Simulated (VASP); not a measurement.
# BaS (Fm-3m) in VASP: further runs

The runs below take BaS through single point, relaxation of the atoms, with LDA.

Everything below comes from runs of VASP 6.6.1. Logs are shortened: lines on timing, memory, paths and dates and some standing lists are left out, and cuts for length are marked.

## 1. The cell of the first run

It takes space group Fm-3m (No. 225, cubic). The conventional cell has a = 5.286 Å, b = 5.286 Å, c = 5.286 Å, α = 90.00°, β = 90.00°, γ = 90.00°. Ba (site symmetry m-3m) has 6 S at 2.64 Å within 3.5 Å. Within 3.5 Å of S (site symmetry m-3m) lie 6 Ba at 2.64 Å.

## 2. Single point, LDA

Contents of INCAR:

```
SYSTEM = BaS
PREC = Accurate
ENCUT = 500
EDIFF = 1E-6
ISMEAR = -1
SIGMA = 0.03
LREAL = .FALSE.
LASPH = .TRUE.
NELM = 120
ALGO = Normal
ISIF = 2
LWAVE = .FALSE.
LCHARG = .FALSE.
GGA = CA
NBANDS = 15
GGA_COMPAT = .FALSE.
```

Contents of KPOINTS:

```
Automatic mesh
0
G
  8 8 8
  0 0 0
```

Contents of POSCAR:

```
BaS
1.0
    0.0000000000      2.6428646459      2.6428646459
    2.6428646459      0.0000000000      2.6428646459
    2.6428646459      2.6428646459      0.0000000000
Ba S
1 1
Direct
    0.0000000000      0.0000000000      0.0000000000
    0.5000000000      0.5000000000      0.5000000000
```

Potentials or basis: VASP PAW LDA potentials, release 64 (Ba_sv, S).

Started as:

```sh
$ cat potpaw_LDA.64/Ba_sv/POTCAR potpaw_LDA.64/S/POTCAR > POTCAR
$ mpirun -np 1 vasp_std > vasp.out
```

OUTCAR:

```text
SYSTEM = BaS
   PREC = Accurate
   ENCUT = 500
   EDIFF = 1E-6
   ISMEAR = -1
   LREAL = .FALSE.
   LASPH = .TRUE.
   NELM = 120
   ISIF = 2
   GGA = CA

 ion  position               nearest neighbor table
   1  0.000  0.000  0.000-   2 2.64   2 2.64   2 2.64   2 2.64   2 2.64   2 2.64
   2  0.500  0.500  0.500-   1 2.64   1 2.64   1 2.64   1 2.64   1 2.64   1 2.64

  LATTYP: Found a face centered cubic cell.
 ALAT       =     5.2857292918

  Lattice vectors:

 A1 = (   0.0000000000,   2.6428646459,   2.6428646459)
 A2 = (   2.6428646459,   0.0000000000,   2.6428646459)
 A3 = (   2.6428646459,   2.6428646459,   0.0000000000)

Analysis of symmetry for initial positions (statically):
=====================================================================
 Subroutine PRICEL returns:
 Original cell was already a primitive cell.

 Routine SETGRP: Setting up the symmetry group for a
 face centered cubic supercell.

 Subroutine GETGRP returns: Found 48 space group operations
 (whereof 48 operations were pure point group operations)
 out of a pool of 48 trial point group operations.

The static configuration has the point symmetry O_h .

Analysis of symmetry for dynamics (positions and initial velocities):
=====================================================================
 Subroutine PRICEL returns:
 Original cell was already a primitive cell.

 Routine SETGRP: Setting up the symmetry group for a
 face centered cubic supercell.

 Subroutine GETGRP returns: Found 48 space group operations
 (whereof 48 operations were pure point group operations)
 out of a pool of 48 trial point group operations.

The dynamic configuration has the point symmetry O_h .

 Subroutine INISYM returns: Found 48 space group operations
 (whereof 48 operations are pure point group operations),
 and found     1 'primitive' translations

----------------------------------------------------------------------------------------

                                     Primitive cell

  volume of cell :      36.9194

  direct lattice vectors                    reciprocal lattice vectors
     0.000000000  2.642864646  2.642864646    -0.189188652  0.189188652  0.189188652
     2.642864646  0.000000000  2.642864646     0.189188652 -0.189188652  0.189188652
     2.642864646  2.642864646  0.000000000     0.189188652  0.189188652 -0.189188652

  length of vectors
     3.737575026  3.737575026  3.737575026     0.327684358  0.327684358  0.327684358

  position of ions in fractional coordinates (direct lattice)
     0.000000000  0.000000000  0.000000000
     0.500000000  0.500000000  0.500000000

  ion indices of the primitive-cell ions
   primitive index   ion index
                 1           1
                 2           2

----------------------------------------------------------------------------------------

 KPOINTS: Automatic mesh

Automatic generation of k-mesh.
 Grid dimensions read from file:
 generate k-points for:    8    8    8

 Generating k-lattice:

  Cartesian coordinates                     Fractional coordinates (reciprocal lattice)
    -0.023648582  0.023648582  0.023648582     0.125000000  0.000000000  0.000000000
     0.023648582 -0.023648582  0.023648582     0.000000000  0.125000000  0.000000000
     0.023648582  0.023648582 -0.023648582     0.000000000  0.000000000  0.125000000

  Length of vectors
     0.040960545  0.040960545  0.040960545

  Shift w.r.t. Gamma in fractional coordinates (k-lattice)
     0.000000000  0.000000000  0.000000000

 Subroutine IBZKPT returns following result:
 ===========================================

 Found     29 irreducible k-points:

 Following reciprocal coordinates:
            Coordinates               Weight
  0.000000  0.000000  0.000000      1.000000
  0.125000  0.000000  0.000000      8.000000
  0.250000  0.000000  0.000000      8.000000
  0.375000  0.000000  0.000000      8.000000
  0.500000  0.000000  0.000000      4.000000
  0.125000  0.125000  0.000000      6.000000
[... 16 lines left out ...]
  0.500000  0.250000  0.125000     48.000000
 -0.375000  0.250000  0.125000     24.000000
 [... further k-points ...]
   k-points           NKPTS =     29   k-points in BZ     NKDIM =     29   number of bands    NBANDS=     15
   number of dos      NEDOS =    301   number of ions     NIONS =      2
   total plane-waves  NPLWV =  21952
   dimension x,y,z NGX =    28 NGY =   28 NGZ =   28
   dimension x,y,z NGXF=    56 NGYF=   56 NGZF=   56
   ions per type =               1   1
   NGX,Y,Z   is equivalent  to a cutoff of  12.45, 12.45, 12.45 a.u.
   NGXF,Y,Z  is equivalent  to a cutoff of  24.91, 24.91, 24.91 a.u.
 SYSTEM =  BaS
   PREC   = accura    normal or accurate (medium, high low for compatibility)
   ISTART =      0    job   : 0-new  1-cont  2-samecut
   ICHARG =      2    charge: 1-file 2-atom 10-const
   ISPIN  =      1    spin polarized calculation?
   LNONCOLLINEAR =      F non collinear calculations
   LSORBIT =      F    spin-orbit coupling
   LASPH  =      T    aspherical Exc in radial PAW
   ENCUT  =  500.0 eV  36.75 Ry    6.06 a.u.   6.81  6.81  6.81*2*pi/ulx,y,z
   NELM   =    120;   NELMIN=  2; NELMDL= -5     # of ELM steps
   EDIFF  = 0.1E-05   stopping-criterion for ELM
   LREAL  =      F    real-space projection
   EDIFFG = 0.1E-04   stopping-criterion for IOM
   NSW    =      0    number of steps for IOM
   IBRION =     -1    ionic relax: 0-MD 1-quasi-New 2-CG
   NFREE  =      0    steps in history (QN), initial steepest desc. (CG)
   ISIF   =      2    stress and relaxation
   ISYM   =      2    0-nonsym 1-usesym 2-fastsym
   POTIM  = 0.5000    time-step for ionic-motion
   TEBEG  =    0.0;   TEEND  =   0.0 temperature during run
   PSTRESS=    0.0 pullay stress
   NELECT =      16.0000    total number of electrons
   NUPDOWN=      -1.0000    fix difference up-down
   EMIN   =  10.00;   EMAX   =-10.00  energy-range for DOS
   EFERMI =   0.00;   METHOD = LEGACY
   ISMEAR =    -1;   SIGMA  =   0.03  broadening in eV -4-tet -1-fermi 0-gaus
   EFERMI_NEDOS =   21; number of points for ismear=-14 and -15
   IALGO  =     38    algorithm
   IMIX   =      4    mixing-type and parameters
     AMIX     =   0.40;   BMIX     =  1.00
     AMIX_MAG =   1.60;   BMIX_MAG =  1.00
  volume/ion in A,a.u.               =      18.46       124.57
  Fermi-wavevector in a.u.,A,eV,Ry     =   1.238882  2.341147 20.882607  1.534828
  Thomas-Fermi vector in A             =   2.373389
   LORBIT       =      0    0 simple, 1 ext, 2 COOP (PROOUT), +10 PAW based schemes
   GGA     = CA    functional components
   LHFCALC =     F    Hartree Fock is set to
   AEXX    =    0.0000 exact exchange contribution
   IVDW    =     0    specifies the selected vdW correction
   LEPSILON=     F    determine dielectric tensor
   LRPA    =     F    only Hartree local field effects (RPA)
 non-spin polarized calculation
  energy-cutoff  :      500.00
  volume of cell :       36.92
 maximum number of plane-waves:       960
   NGX = 13   NGY = 13   NGZ = 13

 number of electron      16.0000001 magnetization

 Free energy of the ion-electron system (eV)
  ---------------------------------------------------
  ext. energy  EPLUGINS =         0.00000000
  ---------------------------------------------------
  free energy    TOTEN  =        -7.02210436 eV

  energy without entropy =       -7.01888211  energy(sigma->0) =       -7.02049324

 E-fermi :   6.5513     XC(G=0): -11.5209

 val. band max:        6.5041131955   @ k =   0.2500   0.2500   0.0000
 cond. band min:       6.5576179057   @ k =   0.5000   0.3750   0.0000
 fundamental gap:      0.0535047102
 Fermi energy:         6.5513108298

 k-point     1 :       0.0000    0.0000    0.0000
  band No.  band energies     occupation
      1     -20.0250      2.00000
      2      -5.5960      2.00000
      3      -4.4336      2.00000
      4      -4.4336      2.00000
      5      -4.4336      2.00000
      6       5.5065      2.00000
      7       5.5065      2.00000
      8       5.5065      2.00000
      9       8.4234      0.00000
     10       8.4234      0.00000
     11       8.4234      0.00000
     12      10.1708      0.00000
     13      10.1708      0.00000
     14      12.4778      0.00000
     15      14.3088      0.00000

 k-point     2 :       0.1250    0.0000    0.0000
  band No.  band energies     occupation
      1     -19.9429      2.00000
      2      -6.6993      2.00000
      3      -4.4537      2.00000
      4      -4.4537      2.00000
      5      -3.4206      2.00000
      6       4.7916      2.00000
      7       4.7916      2.00000
      8       4.8104      2.00000
      9       8.5984      0.00000
     10       8.8588      0.00000
     11       8.8588      0.00000
     12      11.3296      0.00000
     13      11.3296      0.00000
     14      13.2890      0.00000
     15      15.4347      0.00000

 k-point     3 :       0.2500    0.0000    0.0000
  band No.  band energies     occupation
      1     -19.7336      2.00000
      2      -8.0811      2.00000
      3      -4.4974      2.00000
      4      -4.4974      2.00000
      5      -2.2529      2.00000
      6       3.5204      2.00000
      7       3.6544      2.00000
      8       3.6544      2.00000
      9       9.2661      0.00000
     10      10.0768      0.00000
     11      10.0768      0.00000
     12      13.8372      0.00000
     13      13.8372      0.00000
     14      14.8693      0.00000
     15      18.2869      0.00000

 k-point     4 :       0.3750    0.0000    0.0000
  band No.  band energies     occupation
      1     -19.5058      2.00000
      2      -9.0880      2.00000
      3      -4.5347      2.00000
      4      -4.5347      2.00000
      5      -1.4158      2.00000
      6       2.4201      2.00000
      7       2.8430      2.00000
      8       2.8430      2.00000
      9      10.6791      0.00000
     10      11.9606      0.00000
     11      11.9606      0.00000
     12      14.8008      0.00000
     13      16.7485      0.00000
     14      16.7485      0.00000
     15      18.2228      0.00000
[... 307 lines left out ...]
 k-point    22 :       0.3750    0.2500    0.1250
  band No.  band energies     occupation
      1     -19.5800      2.00000
      2      -8.2224      2.00000
      3      -5.3393      2.00000
      4      -4.7010      2.00000
      5      -2.5303      2.00000
      6       3.0146      2.00000
      7       3.8658      2.00000
      8       5.4309      2.00000
      9       7.7673      0.00000
     10      11.5380      0.00000
     11      12.0661      0.00000
     12      12.9852      0.00000
     13      14.5434      0.00000
     14      16.9800      0.00000
     15      19.8004      0.00000

 k-point    23 :       0.5000    0.2500    0.1250
  band No.  band energies     occupation
      1     -19.3977      2.00000
      2      -8.7266      2.00000
      3      -5.6541      2.00000
      4      -4.9623      2.00000
      5      -2.4702      2.00000
      6       2.9183      2.00000
      7       3.7425      2.00000
      8       5.1932      2.00000
      9       8.7385      0.00000
     10      12.7792      0.00000
     11      12.9808      0.00000
     12      14.0945      0.00000
     13      15.6256      0.00000
     14      18.0123      0.00000
     15      18.5925      0.00000

 k-point    24 :      -0.3750    0.2500    0.1250
  band No.  band energies     occupation
      1     -19.3184      2.00000
      2      -8.9381      2.00000
      3      -5.6995      2.00000
      4      -5.1657      2.00000
      5      -2.4112      2.00000
      6       2.6255      2.00000
      7       4.2662      2.00000
      8       4.7379      2.00000
      9      10.3374      0.00000
     10      10.7532      0.00000
     11      14.4027      0.00000
     12      15.4195      0.00000
     13      16.8039      0.00000
     14      17.2917      0.00000
     15      18.4835      0.00000

 [... further k-points ...]
[... 5 lines left out ...]
  --------------------------------------------------------------------------------------
  -------------------------------------------------------------------------------------
  Total       17.8239468     17.8239468     17.8239468      0.0000000      0.0000000      0.0000000
  in kB      773.4988988    773.4988988    773.4988988      0.0000000      0.0000000      0.0000000
  external PRESSURE =     773.4988988 kB  Pullay stress =       0.0000000 kB

 VOLUME and BASIS-vectors are now :
 -----------------------------------------------------------------------------
  energy-cutoff  :      500.00
  volume of cell :       36.92
      direct lattice vectors                 reciprocal lattice vectors
     0.000000000  2.642864646  2.642864646    -0.189188652  0.189188652  0.189188652
     2.642864646  0.000000000  2.642864646     0.189188652 -0.189188652  0.189188652
     2.642864646  2.642864646  0.000000000     0.189188652  0.189188652 -0.189188652

 POSITION                                       TOTAL-FORCE (eV/Angst)
 -----------------------------------------------------------------------------------
      0.00000      0.00000      0.00000         0.000000      0.000000      0.000000
      2.64286      2.64286      2.64286        -0.000000     -0.000000     -0.000000
 -----------------------------------------------------------------------------------
    total drift:                                0.000000      0.000000      0.000000

  FREE ENERGIE OF THE ION-ELECTRON SYSTEM (eV)
  ---------------------------------------------------
  free  energy   TOTEN  =        -7.0221043596 eV

  energy  without entropy=       -7.0188821134  energy(sigma->0) =       -7.02049324
```

It took 23 s on 1 thread of Intel Xeon 8259CL, shared host; peak memory 0.15 GiB.

Results:

```
Free energy            : -7.0221 eV
Pressure               : 77.3 GPa
Band gap on the k mesh : zero (bands 8 and 9 overlap by 0.76 eV)
```

Levels at points of the mesh, in eV from the Fermi level:
| k point | band 5 | band 6 | band 7 | band 8 | band 9 | band 10 | band 11 | band 12 |
| --- | --- | --- | --- | --- | --- | --- | --- | --- |
| (0.00, 0.00, 0.00) | -10.98 | -1.04 | -1.04 | -1.04 | 1.87 | 1.87 | 1.87 | 3.62 |
| (0.50, 0.00, 0.00) | -7.62 | -4.59 | -3.99 | -3.99 | 6.03 | 6.34 | 7.20 | 7.20 |
| (0.50, 0.50, 0.00) | -12.18 | -1.17 | -0.19 | -0.19 | 0.58 | 5.79 | 9.42 | 9.56 |

Caveat: the cell stands under pressure; spin-orbit coupling is left out, which moves the levels of the heavy elements.

## 3. Relaxation of the atoms, LDA

Contents of INCAR:

```
SYSTEM = BaS
  PREC = Accurate
  ENCUT = 450
  EDIFF = 1E-7
  ISMEAR = -1
  SIGMA = 0.03
  LREAL = .False.
  LASPH = .True.
  NELM = 120
  ALGO = Normal
  ISIF = 2
  LWAVE = .False.
  LCHARG = .False.
  GGA = CA
  IBRION = 2
  NSW = 50
  EDIFFG = -0.01
  GGA_COMPAT = .False.
  NELMIN = 4
```

Contents of KPOINTS:

```
regular mesh
0
Gamma
  8 8 8
  0 0 0
```

POSCAR is that of step 2.

Potentials or basis: VASP PAW LDA potentials, release 64 (Ba_sv, S).

Started as:

```sh
$ cat potpaw_LDA.64/Ba_sv/POTCAR potpaw_LDA.64/S/POTCAR > POTCAR
$ mpirun -np 1 vasp_std > vasp.out
```

Run time: 18 s. Hardware: 1 thread of Intel Xeon 8259CL, shared host; peak memory 0.15 GiB.

The run converged. Its results:

| Property | Result |
| --- | --- |
| Free energy | -7.0217 eV |
| Pressure after relaxing | 77.3 GPa |
| Band gap on the k mesh | zero (bands 8 and 9 overlap by 0.76 eV) |

Final structure:
```
CELL_PARAMETERS angstrom
0.00000 2.64286 2.64286
2.64286 0.00000 2.64286
2.64286 2.64286 0.00000
ATOMIC_POSITIONS crystal
Ba 0.00000 0.00000 0.00000
S 0.50000 0.50000 0.50000
```

Levels at points of the mesh, in eV from the Fermi level:
```tsv
k point	band 4	band 5	band 6	band 7	band 8	band 9	band 10	band 11	band 12
(0.00, 0.00, 0.00)	-10.99	-10.99	-1.04	-1.04	-1.04	1.87	1.87	1.87	3.62
(0.50, 0.00, 0.00)	-11.10	-7.63	-4.59	-3.99	-3.99	6.03	6.34	7.20	7.20
(0.50, 0.50, 0.00)	-12.18	-12.18	-1.17	-0.19	-0.19	0.58	5.79	9.43	9.56
```

Caveat: the relaxation stopped at its first step, so nothing moved; spin-orbit coupling is left out, which moves the levels of the heavy elements.
